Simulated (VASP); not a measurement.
Wanted: the native input for a VASP 6.6.1 run.

* Task: dielectric tensor
* Functional: PBEsol
* Dispersion: D3(BJ)
* Potentials or basis: VASP PAW PBE potentials, release 64 (Tl_d, Br)
* Cutoff: 400 eV
* k mesh: 3 × 3 × 3
* Occupations: gaussian, width 0.01 eV
* Spin: no spin polarisation
* Dipole correction: no
* Further INCAR settings: ALGO = Normal; EDIFF = 1e-08

The structure of TlBr lies in POSCAR:

```
TlBr
1.0
    3.9800000000      0.0000000000      0.0000000000
    0.0000000000      3.9800000000      0.0000000000
    0.0000000000      0.0000000000      3.9800000000
Tl Br
1 1
Direct
    0.0000000000      0.0000000000      0.0000000000
    0.5000000000      0.5000000000      0.5000000000
```

The input as run:

INCAR

```
SYSTEM = TlBr
  ALGO = Normal
  EDIFF = 1E-8
  ENCUT = 400
  GGA = PS
  GGA_COMPAT = .False.
  ISIF = 2
  ISMEAR = 0
  IVDW = 12
  LASPH = .True.
  LCHARG = .False.
  LEPSILON = .True.
  LREAL = .False.
  LWAVE = .False.
  NELM = 120
  PREC = Accurate
  SIGMA = 0.01
```

KPOINTS

```
k-points
0
Gamma
  3 3 3
  0 0 0
```

Potentials or basis: VASP PAW PBE potentials, release 64 (Tl_d, Br).

Run with:

```bash
$ cat potpaw_PBE.64/Tl_d/POTCAR potpaw_PBE.64/Br/POTCAR > POTCAR
$ mpirun -np 1 vasp_std > vasp.out
```

It gave:

```json
{"Band gap on the k mesh": "3.56 eV, direct", "Electronic dielectric tensor (diagonal)": "5.69", "Born charges (mean of the diagonal)": "Tl +2.11; Br -2.11 e", "Dispersion energy per atom": "-0.264 eV"}
```

Caveat: the k points lie up to 0.53 Å⁻¹ apart; three body term missing; spin-orbit coupling is left out, which moves the levels of the heavy elements.

Wall time 91 s on 1 thread of Intel Xeon 8259CL, with other jobs on the host, peak memory 0.17 GiB.
